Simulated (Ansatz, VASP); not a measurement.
# CdTe4: VASP beside Ansatz

INCAR

```
PREC     = Accurate       # precision mode
ENCUT    = 520            # plane-wave cutoff, eV
EDIFF    = 1E-6           # SCF threshold, eV
ISMEAR   = 0              # smearing method
SIGMA    = 0.1            # smearing width, eV
LREAL    = F              # projectors in reciprocal space
LASPH    = T              # aspherical terms in the spheres
NELM     = 80             # most SCF steps
ALGO     = Normal         # electronic algorithm
ISIF     = 2              # what is computed and relaxed
LWAVE    = F              # write WAVECAR
LCHARG   = T              # write CHGCAR
GGA      = PE             # functional
LELF     = T              # ELF
LVHAR    = T            
NBANDS   = 26             # bands
```

File KPOINTS:

```
regular mesh
0
Gamma
  4 4 4
```

File POSCAR:

```
CdTe4
1.0
    5.6160035200      0.0000000000      0.0000000000
    0.0000000000      5.6160035200      0.0000000000
    0.0000000000      0.0000000000      5.6160035200
Cd Te
1 4
Direct
    0.0000000000      0.0000000000      0.0000000000
    0.2500000000      0.2500000000      0.2500000000
    0.7500000000      0.7500000000      0.2500000000
    0.2500000000      0.7500000000      0.7500000000
    0.7500000000      0.2500000000      0.7500000000
```

Input for Ansatz:

```yaml
crystal:
  lattice:
    - [5.61600352, 0.0, 0.0]
    - [0.0, 5.61600352, 0.0]
    - [0.0, 0.0, 5.61600352]
  atoms:
    - { symbol: Cd, position: [0.0, 0.0, 0.0] }
    - { symbol: Te, position: [0.25, 0.25, 0.25] }
    - { symbol: Te, position: [0.75, 0.75, 0.25] }
    - { symbol: Te, position: [0.25, 0.75, 0.75] }
    - { symbol: Te, position: [0.75, 0.25, 0.75] }
basis:
  ecutwfc: 420
kpoints:
  mp_grid: { grid: [4, 4, 4] }
hamiltonian:
  xc: pbe
scf:
  occupations: { method: gaussian, width: 0.1 }
  lower_state_search: "off"
output:
  forces: true
  stress: true
  eigenvalues: true
```

Change from the starting cell: species swapped into the SnI4 type (P-43m, No. 215).

Alike in both runs: task single point; functional PBE; k mesh 4 × 4 × 4; occupations gaussian, width 0.1 eV; no spin polarisation.

|  | VASP | Ansatz |
| --- | --- | --- |
| version | VASP 6.6.1 | Ansatz 0.2.0 |
| potentials or method | VASP PAW PBE potentials, release 64 (Cd, Te), cutoff 520 eV | scalar-relativistic, plane waves, PAW |
| valence electrons in the cell | 36 | 84 |

Ansatz gave:

* gap on the k mesh at the Fermi level (eV): none
* pressure (GPa): 7.1

**Question.** Estimate VASP's values.

**Answer.** gap on the k mesh at the Fermi level (eV): none; pressure (GPa): 7.3.

A gap of «none» marks a metal or a gap that the smearing closes. VASP's potentials hold 36 valence electrons a cell and Ansatz's 84, so a difference there can come from the potentials and not from the codes.

Spin-orbit coupling is off throughout.
